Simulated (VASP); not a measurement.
Write the native input for VASP 6.6.1 that does the following.

| Item | Value |
| --- | --- |
| Task | single point |
| Functional | PBE |
| Dispersion | D3(BJ) |
| Potentials or basis | VASP PAW PBE potentials, release 64 (Sn_d, Se) |
| Cutoff | 500 eV |
| k mesh | 4 × 8 × 8 |
| Occupations | gaussian, width 0.02 eV |
| Spin | no spin polarisation |
| Dipole correction | no |
| Further INCAR settings | ALGO = Normal; EDIFF = 1e-06; NBANDS = 50 |

The structure of SnSe lies in POSCAR:

```
SnSe
1.0
   11.3634397310      0.0000000000      0.0000000000
    0.0000000000      4.1468233628      0.0000000000
    0.0000000000      0.0000000000      4.3072005451
Sn Se
4 4
Direct
    0.1169417950      0.2500000000      0.0828087102
    0.3830582050      0.7500000000      0.5828087102
    0.6169417950      0.2500000000      0.4171912898
    0.8830582050      0.7500000000      0.9171912898
    0.3580296040      0.2500000000      0.0212029617
    0.1419703960      0.7500000000      0.5212029617
    0.8580296040      0.2500000000      0.4787970383
    0.6419703960      0.7500000000      0.9787970383
```

The input as run:

INCAR

```
PREC = Accurate ; ENCUT = 500
EDIFF = 1E-6 ; ISMEAR = 0
SIGMA = 0.02 ; LREAL = F
LASPH = T ; NELM = 120
ALGO = Normal ; ISIF = 2
LWAVE = F ; LCHARG = F
GGA = PE ; IVDW = 12
NBANDS = 50 ; GGA_COMPAT = F
```

KPOINTS

```
Automatic mesh
0
Gamma
  4 8 8
```

Potentials or basis: VASP PAW PBE potentials, release 64 (Sn_d, Se).

The run is started by

```sh
$ cat potpaw_PBE.64/Sn_d/POTCAR potpaw_PBE.64/Se/POTCAR > POTCAR
$ mpirun -np 1 vasp_std > vasp.out
```

Results of the run:

| Property | Result |
| --- | --- |
| Pressure | 1.3 GPa |
| Largest force | 0.016 eV/Å |
| Band gap on the k mesh | 0.41 eV, indirect (least direct gap 0.77 eV) |
| Dispersion energy per atom | -0.381 eV |

Caveat: spin-orbit coupling is left out, which moves the levels of the heavy elements.

It took 17 min on 1 thread of Intel Xeon 8259CL, on a shared host, peak memory 0.64 GiB.
